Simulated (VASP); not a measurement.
# W in VASP: notebook

Runs on W. Level: PBE+D3(BJ). Tasks: single point.

Program: VASP 6.6.1. These are calculated values, not measurements. Logs are shortened: lines on timing, memory, paths and dates and some standing lists are left out, and cuts for length are marked.

## (1) The cell of the first run

The cell holds a slab with vacuum, 12 atoms: a = 5.472 Å, b = 5.472 Å, c = 23.711 Å, α = 90.00°, β = 90.00°, γ = 109.47°.

## (2) Single point, PBE+D3(BJ)

Input file INCAR:

```
SYSTEM = W
PREC = Accurate
ENCUT = 520
EDIFF = 1E-7
ISMEAR = 0
SIGMA = 0.1
LREAL = .False.
LASPH = .True.
NELM = 60
ALGO = Normal
ISIF = 2
LWAVE = .False.
LCHARG = .False.
LDIPOL = .True.
IDIPOL = 3
DIPOL = 0.5 0.5 0.430
GGA = PE
IVDW = 12
NBANDS = 96
```

Input file KPOINTS:

```
Automatic mesh
0
Gamma
  4 4 1
  0 0 0
```

Input file POSCAR:

```
W
1.0
    5.4721979736      0.0000000000      0.0000000000
   -1.8240659912      5.1592377269      0.0000000000
    0.0000000000      0.0000000000     23.7114309356
W
12
Direct
    0.2500000000      0.2500000000      0.3373900134
    0.2500000000      0.7500000000      0.3373900134
    0.7500000000      0.2500000000      0.3373900134
    0.7500000000      0.7500000000      0.3373900134
    0.4978433957      0.5022549556      0.4295113623
    0.5011343623      0.0011103732      0.4290222707
   -0.0011313797      0.4987873046      0.4290029180
    0.0021297919     -0.0020793465      0.4295545776
    0.7503067264      0.7495475891      0.5205978593
    0.7502090909      0.2493640002      0.5213990053
    0.2500316910      0.7499761401      0.5266559950
    0.2503844283      0.2501117448      0.5205973909
```

Potentials or basis: VASP PAW PBE potentials, release 64 (W_sv).

Run with:

```
$ cat potpaw_PBE.64/W_sv/POTCAR > POTCAR
$ mpirun -np 1 vasp_std > vasp.out
```

OUTCAR:

```text
SYSTEM = W
   PREC = Accurate
   ENCUT = 520
   EDIFF = 1E-7
   ISMEAR = 0
   LREAL = .False.
   LASPH = .True.
   NELM = 60
   ISIF = 2
   GGA = PE
   IVDW = 12
 IVDW          = 12

 ion  position               nearest neighbor table
   1  0.250  0.250  0.337-   5 2.70   8 2.70   3 2.74   3 2.74   2 2.74   2 2.74   7 3.12   6 3.12
                             4 3.16   4 3.16
   2  0.250  0.750  0.337-   7 2.69   6 2.69   4 2.74   4 2.74   1 2.74   1 2.74   5 3.11   8 3.11
                             3 3.16   3 3.16
   3  0.750  0.250  0.337-   7 2.68   6 2.68   1 2.74   1 2.74   4 2.74   4 2.74   5 3.14   8 3.14
                             2 3.16   2 3.16
   4  0.750  0.750  0.337-   5 2.70   8 2.70   2 2.74   2 2.74   3 2.74   3 2.74   6 3.12   7 3.12
                             1 3.16   1 3.16
   5  0.498  0.502  0.430-  12 2.68   9 2.68   4 2.70   1 2.70   6 2.72   7 2.72   7 2.75   6 2.75
                             2 3.11  10 3.14   3 3.14   8 3.16   8 3.16  11 3.19
   6  0.501  0.001  0.429-   3 2.68   2 2.69  10 2.70   5 2.72   8 2.72   8 2.75   5 2.75  11 2.81
                            12 3.11   4 3.12   1 3.12   9 3.12   7 3.14   7 3.17
   7  0.999  0.499  0.429-   3 2.68   2 2.69  10 2.70   5 2.72   8 2.73   8 2.75   5 2.75  11 2.81
                             9 3.11   1 3.12   4 3.12  12 3.12   6 3.14   6 3.17
   8  0.002  0.998  0.430-   9 2.68  12 2.68   1 2.70   4 2.70   6 2.72   7 2.73   7 2.75   6 2.75
                             2 3.11  10 3.13   3 3.14   5 3.16   5 3.16  11 3.20
   9  0.750  0.750  0.521-   8 2.68   5 2.68  10 2.74  10 2.74  11 2.74  11 2.74   7 3.11   6 3.12
                            12 3.16  12 3.16
  10  0.750  0.249  0.521-   6 2.70   7 2.70   9 2.74  12 2.74  12 2.74   9 2.74   8 3.13   5 3.14
                            11 3.16  11 3.16
  11  0.250  0.750  0.527-   9 2.74  12 2.74  12 2.74   9 2.74   6 2.81   7 2.81  10 3.16  10 3.16
                             5 3.19   8 3.20
  12  0.250  0.250  0.521-   5 2.68   8 2.68  10 2.74  10 2.74  11 2.74  11 2.74   6 3.11   7 3.12
                             9 3.16   9 3.16

  LATTYP: Found a base centered orthorhombic cell.
 ALAT       =     6.3187499463
 B/A-ratio  =     1.4142135624
 C/A-ratio  =     3.7525509218

  Lattice vectors:

 A1 = (   5.4721979736,   0.0000000000,   0.0000000000)
 A2 = (  -1.8240659912,   5.1592377269,   0.0000000000)
 A3 = (   0.0000000000,   0.0000000000,  23.7114309356)

Analysis of symmetry for initial positions (statically):
=====================================================================
 Subroutine PRICEL returns:
 Original cell was already a primitive cell.

 Routine SETGRP: Setting up the symmetry group for a
 base centered orthorhombic supercell.

 Subroutine GETGRP returns: Found  1 space group operations
 (whereof  1 operations were pure point group operations)
 out of a pool of  8 trial point group operations.

The static configuration has the point symmetry C_1 .

Analysis of symmetry for dynamics (positions and initial velocities):
=====================================================================
 Subroutine PRICEL returns:
 Original cell was already a primitive cell.

 Routine SETGRP: Setting up the symmetry group for a
 base centered orthorhombic supercell.

 Subroutine GETGRP returns: Found  1 space group operations
 (whereof  1 operations were pure point group operations)
 out of a pool of  8 trial point group operations.

The dynamic configuration has the point symmetry C_1 .

 Subroutine INISYM returns: Found  1 space group operations
 (whereof  1 operations are pure point group operations),
 and found     1 'primitive' translations

----------------------------------------------------------------------------------------

                                     Primitive cell

  volume of cell :     669.4299

  direct lattice vectors                    reciprocal lattice vectors
     5.472197974  0.000000000  0.000000000     0.182741927  0.064609028  0.000000000
    -1.824065991  5.159237727  0.000000000     0.000000000  0.193827083  0.000000000
     0.000000000  0.000000000 23.711430936     0.000000000  0.000000000  0.042173752

  length of vectors
     5.472197974  5.472197974 23.711430936     0.193827083  0.193827083  0.042173752

  position of ions in fractional coordinates (direct lattice)
     0.250000000  0.250000000  0.337390013
     0.250000000  0.750000000  0.337390013
     0.750000000  0.250000000  0.337390013
     0.750000000  0.750000000  0.337390013
     0.497843396  0.502254956  0.429511362
     0.501134362  0.001110373  0.429022271
     0.998868620  0.498787305  0.429002918
     0.002129792  0.997920654  0.429554578
     0.750306726  0.749547589  0.520597859
     0.750209091  0.249364000  0.521399005
     0.250031691  0.749976140  0.526655995
     0.250384428  0.250111745  0.520597391

  ion indices of the primitive-cell ions
   primitive index   ion index
                 1           1
[... 85 lines left out ...]
   IALGO  =     38    algorithm
   IMIX   =      4    mixing-type and parameters
     AMIX     =   0.40;   BMIX     =  1.00
     AMIX_MAG =   1.60;   BMIX_MAG =  1.00
  volume/ion in A,a.u.               =      55.79       376.46
  Fermi-wavevector in a.u.,A,eV,Ry     =   1.032626  1.951379 14.508105  1.066316
  Thomas-Fermi vector in A             =   2.166832
   LORBIT       =      0    0 simple, 1 ext, 2 COOP (PROOUT), +10 PAW based schemes
   GGA     = PE    functional components
   LHFCALC =     F    Hartree Fock is set to
   AEXX    =    0.0000 exact exchange contribution
   IVDW    =    12    specifies the selected vdW correction
   LEPSILON=     F    determine dielectric tensor
   LRPA    =     F    only Hartree local field effects (RPA)
 non-spin polarized calculation
 Gauss-broadening in eV      SIGMA  =   0.10
  energy-cutoff  :      520.00
  volume of cell :      669.43
 maximum number of plane-waves:     18083
 NGX is ok and might be reduce to    42
   NGX = 21   NGY = 21   NGZ = 89

 dipolmoment           0.000000      0.000000     -0.005915 electrons x Angstroem

 number of electron     168.0000031 magnetization

 dipolmoment           0.000000      0.000000      0.003642 electrons x Angstroem

 Free energy of the ion-electron system (eV)
  ---------------------------------------------------
  ext. energy  EPLUGINS =         0.00000000
  ---------------------------------------------------
  free energy    TOTEN  =      -143.60074808 eV

  energy without entropy =     -143.53489532  energy(sigma->0) =     -143.56782170

 E-fermi :  -0.1694     XC(G=0):  -4.7560

 val. band max:       -0.1753760709   @ k =   0.0000   0.0000   0.0000
 cond. band min:      -0.1220226706   @ k =   0.0000   0.0000   0.0000
 fundamental gap:      0.0533534004
 Fermi energy:        -0.1694108355

 k-point     1 :       0.0000    0.0000    0.0000
  band No.  band energies     occupation
      1     -74.2666      2.00000
      2     -74.1862      2.00000
      3     -74.1647      2.00000
      4     -74.1635      2.00000
      5     -74.1352      2.00000
      6     -74.0909      2.00000
[... 88 lines left out ...]
     95       2.1371      0.00000
     96       2.2153      0.00000

 k-point     2 :       0.2500   -0.0000    0.0000
  band No.  band energies     occupation
      1     -74.2540      2.00000
      2     -74.1940      2.00000
      3     -74.1643      2.00000
      4     -74.1611      2.00000
      5     -74.1405      2.00000
      6     -74.0829      2.00000
[... 781 lines left out ...]
     95       1.4734      0.00000
     96       1.6518      0.00000

 k-point    10 :       0.5000    0.5000    0.0000
  band No.  band energies     occupation
      1     -74.2122      2.00000
      2     -74.1909      2.00000
      3     -74.1866      2.00000
      4     -74.1639      2.00000
      5     -74.1519      2.00000
      6     -74.0534      2.00000
[... 88 lines left out ...]
     95       0.9184      0.00000
     96       0.9573      0.00000

------------------------ aborting loop because EDIFF is reached ----------------------------------------

 vacuum level on the upper side and lower side of the slab       (xc-potential included)        -0.073        -0.097

 Edisp (eV)   -5.27661

 E8    (eV) :    -2.8299

  FORCE on cell =-STRESS in cart. coord.  units (eV):
  Direction    XX          YY          ZZ          XY          YZ          ZX
  --------------------------------------------------------------------------------------
  -------------------------------------------------------------------------------------
  Total     -12.97444   -14.94374    -0.88727    -2.78403     0.02979    -0.03836
  in kB     -31.05233   -35.76554    -2.12354    -6.66316     0.07130    -0.09182
  external pressure =      -22.98 kB  Pullay stress =        0.00 kB

 VOLUME and BASIS-vectors are now :
 -----------------------------------------------------------------------------
  energy-cutoff  :      520.00
  volume of cell :      669.43
      direct lattice vectors                 reciprocal lattice vectors
     5.472197974  0.000000000  0.000000000     0.182741927  0.064609028  0.000000000
    -1.824065991  5.159237727  0.000000000     0.000000000  0.193827083  0.000000000
     0.000000000  0.000000000 23.711430936     0.000000000  0.000000000  0.042173752

 POSITION                                       TOTAL-FORCE (eV/Angst)
 -----------------------------------------------------------------------------------
      0.91203      1.28981      8.00000         0.000396      0.000131     -0.070799
      0.00000      3.86943      8.00000        -0.003293     -0.000500     -0.121845
      3.64813      1.28981      8.00000        -0.002427     -0.001172      0.011855
      2.73610      3.86943      8.00000         0.002277      0.004593     -0.070394
      1.80815      2.59125     10.18433         0.100923     -0.073755      0.055737
      2.74028      0.00573     10.17273        -0.113504     -0.159895      0.327985
      4.55619      2.57336     10.17227         0.109652      0.162539      0.334843
     -1.80862      5.14851     10.18535        -0.072706      0.050982      0.036099
      2.73860      3.86709     12.34412        -0.011700      0.007696      0.298179
      3.65044      1.28653     12.36312        -0.010475      0.021204      0.127132
      0.00022      3.86931     12.48777         0.007312     -0.003782     -1.227444
      0.91393      1.29039     12.34411        -0.006457     -0.008041      0.298653
 -----------------------------------------------------------------------------------
    total drift:                               -0.000146      0.000124     -0.000197

  FREE ENERGIE OF THE ION-ELECTRON SYSTEM (eV)
  ---------------------------------------------------
  free  energy   TOTEN  =      -148.8773594955 eV

  energy  without entropy=     -148.8115067385  energy(sigma->0) =     -148.84443312

 vacuum level on the upper side and lower side of the slab         4.611         4.587
```

Run time: 36 min. Hardware: 1 thread of Intel Xeon Platinum 8259CL at 2.50GHz (Skylake/Cascade Lake), shared host; peak memory 0.87 GiB.

Results:

```
Free energy                : -148.8774 eV
Largest force              : 1.227 eV/Å
Band gap on the k mesh     : zero (bands 84 and 85 overlap by 1.31 eV)
Dispersion energy per atom : -0.440 eV
```

Forces in eV/Å, atoms in the order of the input:
```
W    0.000  0.000 -0.071
W   -0.003 -0.001 -0.122
W   -0.002 -0.001  0.012
W    0.002  0.005 -0.070
W    0.101 -0.074  0.056
W   -0.114 -0.160  0.328
W    0.110  0.163  0.335
W   -0.073  0.051  0.036
W   -0.012  0.008  0.298
W   -0.010  0.021  0.127
W    0.007 -0.004 -1.227
W   -0.006 -0.008  0.299
```

Caveat: spin-orbit coupling is left out, which moves the levels of the heavy elements.

## (3) Single point, PBE+D3(BJ)

This run uses another cell than the first one.

Input file INCAR:

```
SYSTEM = W
ALGO     = Normal         ! electronic algorithm
DIPOL    = 0.5 0.5 0.446
EDIFF    = 1E-6           ! SCF threshold, eV
ENCUT    = 520            ! plane-wave cutoff, eV
GGA      = PE             ! functional
IDIPOL   = 3            
ISIF     = 2              ! what is computed and relaxed
ISMEAR   = 0              ! smearing method
IVDW     = 12             ! dispersion correction
LASPH    = .True.         ! aspherical terms in the spheres
LCHARG   = .False.        ! write CHGCAR
LDIPOL   = .True.       
LREAL    = .False.        ! projectors in reciprocal space
LWAVE    = .False.        ! write WAVECAR
NBANDS   = 96             ! bands
NELM     = 80             ! most SCF steps
PREC     = Accurate       ! precision mode
SIGMA    = 0.1            ! smearing width, eV
```

Input file KPOINTS:

```
k-points
0
Gamma
  4 4 1
  0 0 0
```

Input file POSCAR:

```
W
1.0
    5.4721979593      0.0000000000      0.0000000000
   -1.8240659864      5.1592377134      0.0000000000
    0.0000000000      0.0000000000     22.8408328802
W
12
Direct
    0.2500000000      0.2500000000      0.3502499249
    0.2500000000      0.7500000000      0.3502499249
    0.7500000000      0.2500000000      0.3502499249
    0.7500000000      0.7500000000      0.3502499249
    0.5018315609      0.4987213585      0.4461705290
    0.5027064130     -0.0027443446      0.4447939899
    0.0006425371      0.4993657313      0.4456898470
    0.0012376822     -0.0018282796      0.4461835643
    0.7473419297      0.7526551379      0.5424900164
    0.7553955219      0.2473597141      0.5429270438
    0.2528215437      0.7445190538      0.5429351153
    0.2568888069      0.2430717902      0.5403378392
```

Potentials or basis: VASP PAW PBE potentials, release 64 (W_sv).

Run with:

```
$ cat potpaw_PBE.64/W_sv/POTCAR > POTCAR
$ mpirun -np 1 vasp_std > vasp.out
```

It took 45 min on 1 thread of Intel Xeon 8259CL, shared host; peak memory 0.86 GiB.

The run converged. Its results:

* Free energy: -148.9247 eV
* Largest force: 0.535 eV/Å
* Band gap on the k mesh: zero (bands 84 and 85 overlap by 1.29 eV)
* Dispersion energy per atom: -0.440 eV

Forces in eV/Å, atoms in the order of the input:
```
W    0.021 -0.016  0.007
W    0.009 -0.042 -0.061
W    0.043  0.005 -0.061
W    0.063 -0.044 -0.099
W    0.016 -0.043 -0.022
W   -0.132  0.095  0.508
W    0.046 -0.033  0.257
W    0.048 -0.003 -0.026
W    0.404 -0.282 -0.210
W   -0.090  0.175 -0.322
W   -0.206  0.031 -0.325
W   -0.222  0.155  0.353
```

Levels at points of the mesh, in eV from the Fermi level:
| k point | band 80 | band 81 | band 82 | band 83 | band 84 | band 85 | band 86 | band 87 | band 88 | band 89 |
| --- | --- | --- | --- | --- | --- | --- | --- | --- | --- | --- |
| (0.00, 0.00, 0.00) | 0.05 | 0.06 | 0.38 | 0.67 | 0.76 | 1.46 | 1.47 | 1.54 | 1.56 | 1.59 |
| (0.50, 0.00, 0.00) | -1.07 | -0.83 | -0.79 | -0.74 | -0.65 | 0.28 | 0.35 | 0.54 | 0.62 | 0.69 |
| (0.00, 0.50, 0.00) | -1.07 | -0.83 | -0.79 | -0.74 | -0.65 | 0.29 | 0.35 | 0.54 | 0.62 | 0.69 |
| (0.50, 0.50, 0.00) | -0.93 | -0.92 | -0.87 | -0.59 | -0.57 | -0.54 | -0.45 | -0.13 | -0.10 | 0.52 |

Caveat: spin-orbit coupling is left out, which moves the levels of the heavy elements.

## (4) Single point, PBE+D3(BJ)

This run uses another cell than the first one.

Input file INCAR:

```
SYSTEM = W
PREC = Accurate
ENCUT = 520
EDIFF = 1E-6
ISMEAR = 0
SIGMA = 0.1
LREAL = .FALSE.
LASPH = .TRUE.
NELM = 60
ALGO = Normal
ISIF = 2
LWAVE = .FALSE.
LCHARG = .FALSE.
LDIPOL = .TRUE.
IDIPOL = 3
DIPOL = 0.5 0.5 0.498
GGA = PE
IVDW = 12
NBANDS = 96
```

Input file KPOINTS:

```
regular mesh
0
G
  4 4 1
  0 0 0
```

Input file POSCAR:

```
W
1.0
    5.4721979616      0.0000000000      0.0000000000
   -1.8240659872      5.1592377156      0.0000000000
    0.0000000000      0.0000000000     20.4680309258
W
12
Direct
    0.2500000000      0.2500000000      0.3908534255
    0.2500000000      0.7500000000      0.3908534255
    0.7500000000      0.2500000000      0.3908534255
    0.7500000000      0.7500000000      0.3908534255
    0.5000000000      0.5000000000      0.4976272379
    0.5000000000      0.0000000000      0.4976272379
    0.0000000000      0.5000000000      0.4976272379
    0.0000000000      0.0000000000      0.4976272379
    0.7500000000      0.7500000000      0.6043678905
    0.7500000000      0.2500000000      0.6043678905
    0.2500000000      0.7500000000      0.6043678905
    0.2500000000      0.2500000000      0.6043678905
```

Run with:

```
$ cat potpaw_PBE.64/W_sv/POTCAR > POTCAR
$ mpirun -np 1 vasp_std > vasp.out
```

Run time: 29 min. Hardware: 1 thread of Oxide Virtual Turin-like, shared host; peak memory 0.67 GiB.

The run converged. Its results:

| Item | Value |
| --- | --- |
| Free energy | -148.9789 eV |
| Largest force | 0.022 eV/Å |
| Band gap on the k mesh | zero (bands 84 and 85 overlap by 1.27 eV) |
| Dispersion energy per atom | -0.441 eV |

Forces on the atoms (eV/Å):
```
W    0.000  0.000 -0.016
W    0.000  0.000 -0.016
W    0.000  0.000 -0.016
W    0.000  0.000 -0.016
W    0.000  0.000 -0.006
W    0.000  0.000 -0.006
W    0.000  0.000 -0.006
W    0.000  0.000 -0.006
W    0.000  0.000  0.022
W    0.000  0.000  0.022
W    0.000  0.000  0.022
W    0.000  0.000  0.022
```

Levels at points of the mesh, in eV from the Fermi level:
| k point | band 82 | band 83 | band 84 | band 85 | band 86 | band 87 |
| --- | --- | --- | --- | --- | --- | --- |
| (0.00, 0.00, 0.00) | 0.38 | 0.72 | 0.75 | 1.47 | 1.47 | 1.57 |
| (0.50, 0.00, 0.00) | -0.80 | -0.72 | -0.72 | 0.33 | 0.33 | 0.60 |
| (0.50, 0.50, 0.00) | -0.91 | -0.58 | -0.58 | -0.52 | -0.52 | -0.12 |

Caveat: spin-orbit coupling is left out, which moves the levels of the heavy elements.

## (5) Summary

| cell | gap on the mesh (eV) | largest force (eV/Å) |
| --- | --- | --- |
| a = 5.472, b = 5.472, c = 23.711 Å, angles 90.0, 90.0, 109.5°, 12 atoms, atomic positions A | none | 1.23 |
| a = 5.472, b = 5.472, c = 22.841 Å, angles 90.0, 90.0, 109.5°, 12 atoms, atomic positions B | none | 0.54 |
| a = 5.472, b = 5.472, c = 20.468 Å, angles 90.0, 90.0, 109.5°, 12 atoms, atomic positions C | none | 0.02 |

Alike in all rows: task single point; level PBE+D3(BJ); potentials or basis VASP PAW PBE potentials, release 64 (W_sv); no spin polarisation; k mesh 4 × 4 × 1; cutoff (eV) 520; smearing gaussian 0.1 eV.

Caveats: spin-orbit coupling is left out, which moves the levels of the heavy elements.

Total energies depend on the potentials used, so only differences within one code and one set of settings carry meaning.
